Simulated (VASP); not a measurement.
Crystal: BAs.

```
B As
1.0
     0.00000    2.38850    2.38850
     2.38850    0.00000    2.38850
     2.38850    2.38850    0.00000
B As
1 1
Cartesian
  0.0000 0.0000 0.0000
  1.1943 1.1943 1.1943
```

Base run:

```yaml
Program: VASP 6.6.1
Functional: revPBE
Potentials_or_basis: VASP PAW PBE potentials, release 64 (B, As)
Cutoff: 520 eV
k_mesh: 8 × 8 × 8
Occupations: gaussian, width 0.01 eV
Spin: no spin polarisation
```

Its results: band gap on the k mesh 1.21 eV, indirect (least direct gap 3.27 eV); pressure 5.4 GPa.

Problem. The run is repeated on the same cell with these changes: functional from revPBE to BLYP. What comes out?

Solution. Band gap on the k mesh 1.41 eV, indirect (least direct gap 3.37 eV); pressure 8.7 GPa.

Caveats: the PAW data sets were made with another functional, which shifts forces and pressure a little.

A k mesh can miss the band edges.
